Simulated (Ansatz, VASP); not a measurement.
## Ga: VASP beside Ansatz

```xyz
2
Lattice="1.3643 -3.9721 0.0000 1.3643 3.9721 0.0000 -0.1159 0.0000 3.2849" Properties=species:S:1:pos:R:3 pbc="T T T"
Ga    1.2774    2.9314    2.4637
Ga    1.3353   -2.9314    0.8212
```

Change from the starting cell: volume scaled by 0.96.

Alike in both runs: task single point; functional LDA; k mesh 10 × 10 × 8; occupations fermi-dirac, width 0.05 eV; no spin polarisation.

|  | VASP | Ansatz |
| --- | --- | --- |
| version | VASP 6.6.1 | Ansatz 0.2.0 |
| potentials or method | VASP PAW LDA potentials, release 64 (Ga_d), cutoff 520 eV | all-electron LAPW, scalar-relativistic |

```csv
,VASP,Ansatz,Ansatz less VASP
gap on the k mesh at the Fermi level (eV),none,none,-
pressure (GPa),-1.8,-1.8,-0.01
"traceless stress, the component that is largest in VASP (GPa)",0.64,0.62,-0.021
rms of the force components (eV/Å),0.116,0.114,-0.0020
```

LDA's correlation is that of Perdew and Zunger in VASP and of Perdew and Wang (1992) in Ansatz. Atom by atom the forces differ by 0.002 eV/Å (rms over components). A gap of «none» marks a metal or a gap that the smearing closes. Ansatz ran all-electron here, and VASP with PAW potentials.
